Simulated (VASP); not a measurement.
The system is SiC4.

```xyz
5
Lattice="3.5110 0.0000 0.0000 0.0000 3.5110 0.0000 0.0000 0.0000 5.0596" Properties=species:S:1:pos:R:3 pbc="T T T"
Si    0.0000    0.0000    3.0042
C     0.0000    1.0465    4.8765
C     2.4645    0.0000    4.8765
C     0.0000    2.4645    4.8765
C     1.0465    0.0000    4.8765
```

The cell was built from a structure type or drawn by symmetry, and may not be a known phase.

```yaml
Program: VASP 6.6.1
Task: relaxation of cell and atoms
Functional: PBE
Potentials_or_basis: VASP PAW PBE potentials, release 64 (Si, C_h)
Cutoff: 910 eV
k_mesh: 6 × 6 × 4
Occupations: gaussian, width 0.1 eV
Spin: no spin polarisation
```

At the start: pressure -0.2 GPa; volume 12.47 Å³/atom.

Task: How do energy, volume and symmetry change on relaxing?

Result: Over 22 steps the energy falls by 7.5 meV/atom and the volume is 13.16 Å³/atom (+5.5 %); space group P4mm (No. 99, to 0.1 Å) before and after.

The path:
| step | energy change (eV) | largest force (eV/Å) | pressure (GPa) | volume (Å³) |
| --- | --- | --- | --- | --- |
| 1 | 0.0000 | 0.2834 | -0.17 | 62.37 |
| 2 | -0.0027 | 0.4561 | 0.89 | 62.25 |
| 3 | -0.0032 | 0.3440 | 0.57 | 62.28 |
| 4 | -0.0053 | 0.3504 | 0.68 | 62.28 |
| 5 | -0.0114 | 0.3416 | 1.02 | 62.28 |
| 6 | -0.0198 | 0.4380 | 1.79 | 62.28 |
| 7 | -0.0254 | 0.0818 | 0.98 | 62.51 |
| 8 | -0.0254 | 0.0913 | 0.95 | 62.52 |
| 9 | -0.0264 | 0.0136 | 0.67 | 62.63 |
| 10 | -0.0271 | 0.1416 | 0.11 | 62.86 |
| 11 | -0.0276 | 0.1641 | 0.07 | 62.95 |
| 12 | -0.0279 | 0.1978 | 0.02 | 63.09 |
| 13 | -0.0283 | 0.1948 | 0.01 | 63.14 |
| 14 | -0.0294 | 0.1854 | -0.02 | 63.28 |
| 15 | -0.0313 | 0.1636 | -0.08 | 63.57 |
| 16 | -0.0341 | 0.1104 | -0.18 | 64.15 |
| 17 | -0.0361 | 0.2375 | -0.34 | 65.31 |
| 18 | -0.0366 | 0.1837 | -0.27 | 65.43 |
| 19 | -0.0374 | 0.0671 | -0.06 | 65.77 |
| 20 | -0.0374 | 0.0712 | -0.04 | 65.81 |
| 21 | -0.0375 | 0.0584 | -0.03 | 65.80 |
| 22 | -0.0376 | 0.0208 | 0.00 | 65.78 |

Final structure:
```cif
data_structure
_symmetry_space_group_name_H-M 'P 1'
_symmetry_Int_Tables_number 1
_cell_length_a 3.5395
_cell_length_b 3.5395
_cell_length_c 5.2505
_cell_angle_alpha 90.000
_cell_angle_beta 90.000
_cell_angle_gamma 90.000
_cell_volume 65.78
loop_
_atom_site_label
_atom_site_type_symbol
_atom_site_fract_x
_atom_site_fract_y
_atom_site_fract_z
_atom_site_occupancy
Si1 Si 0.00000 0.00000 0.61903 1
C1 C 0.00000 0.29646 0.95749 1
C2 C 0.70354 0.00000 0.95749 1
C3 C 0.00000 0.70354 0.95749 1
C4 C 0.29646 0.00000 0.95749 1
```

Caveat: the cutoff is under 1.25 times the usual one of these potentials, so pressure, stress and relaxed cells hold a basis-set (Pulay) error.
